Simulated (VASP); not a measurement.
Crystal: HF.

```xyz
2
Lattice="2.2153 0.0000 0.0000 0.0000 2.2153 0.0000 0.0000 0.0000 3.9234" Properties=species:S:1:pos:R:3 pbc="T T T"
H     1.1077    1.1077    0.0000
F     0.0000    0.0000    0.0000
```

* Program: VASP 6.6.1
* Task: relaxation of cell and atoms
* Functional: PBE
* Potentials or basis: VASP PAW PBE potentials, release 64 (H, F)
* Cutoff: 600 eV
* k mesh: 10 × 10 × 6
* Occupations: gaussian, width 0.02 eV
* Spin: no spin polarisation

At the start: pressure -0.6 GPa; volume 9.63 Å³/atom.

Q: Where does the relaxation end?

A: Over 12 steps the energy falls by 2.1 meV/atom and the volume is 8.59 Å³/atom (-10.8 %); space group P4/mmm (No. 123, to 0.05 Å).

Step by step:
| step | energy change (eV) | largest force (eV/Å) | pressure (GPa) | volume (Å³) |
| --- | --- | --- | --- | --- |
| 1 | 0.0000 | 0.0000 | -0.60 | 19.25 |
| 2 | -0.0002 | 0.0000 | -0.17 | 19.15 |
| 3 | -0.0002 | 0.0000 | -0.06 | 19.13 |
| 4 | -0.0003 | 0.0000 | -0.04 | 19.10 |
| 5 | -0.0005 | 0.0000 | 0.00 | 19.01 |
| 6 | -0.0010 | 0.0000 | -0.03 | 18.84 |
| 7 | -0.0019 | 0.0000 | 0.02 | 18.49 |
| 8 | -0.0034 | 0.0000 | 0.14 | 17.79 |
| 9 | -0.0032 | 0.0000 | 0.62 | 16.40 |
| 10 | -0.0040 | 0.0000 | 0.35 | 17.17 |
| 11 | -0.0039 | 0.0000 | -0.59 | 17.18 |
| 12 | -0.0041 | 0.0000 | -0.02 | 17.18 |

Final structure:
```yaml
crystal:
  lattice:
    - [2.21012, 0.00000, 0.00000]
    - [0.00000, 2.21012, 0.00000]
    - [0.00000, 0.00000, 3.51680]
  atoms:
    - { symbol: H, position: [0.50000, 0.50000, 0.00000] }
    - { symbol: F, position: [0.00000, 0.00000, 0.00000] }
```
